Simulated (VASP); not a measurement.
PbO2, 3 atoms in the cell. It takes space group R-3m (No. 166, trigonal). Conventional cell: a = 3.467 Å, b = 3.467 Å, c = 14.501 Å, α = 90.00°, β = 90.00°, γ = 120.00°. Within 3.0 Å of Pb (site symmetry -3m) lie 6 O at 2.26 Å. O (site symmetry 3m) has 3 Pb at 2.26 Å and 3 O at 2.91 Å within 3.0 Å. 

| Quantity | Value |
| --- | --- |
| Program | VASP 6.6.1 |
| Task | relaxation of shape and atoms at fixed volume |
| Functional | PBE |
| Potentials or basis | VASP PAW PBE potentials, release 64 (Pb_d, O) |
| Cutoff | 600 eV |
| k mesh | 12 × 12 × 12 |
| Occupations | gaussian, width 0.05 eV |
| Spin | no spin polarisation |
| Dipole correction | no |
| Further INCAR settings | ALGO = Normal; EDIFF = 1e-07; IBRION = 2; EDIFFG = -0.01; NSW = 60; ISIF = 4 |

Potentials or basis: VASP PAW PBE potentials, release 64 (Pb_d, O).

Launch:

```bash
$ cat potpaw_PBE.64/Pb_d/POTCAR potpaw_PBE.64/O/POTCAR > POTCAR
$ mpirun -np 1 vasp_std > vasp.out
```

Hardware: 1 thread of Intel Xeon 8259CL, with other jobs on the host.

Q: How long does it take, and how much memory?

A: It took 33 min on 1 thread of Intel Xeon 8259CL (shared host), peak memory 0.41 GiB. Counts: scf iterations 51, k points 189, ion steps 6.
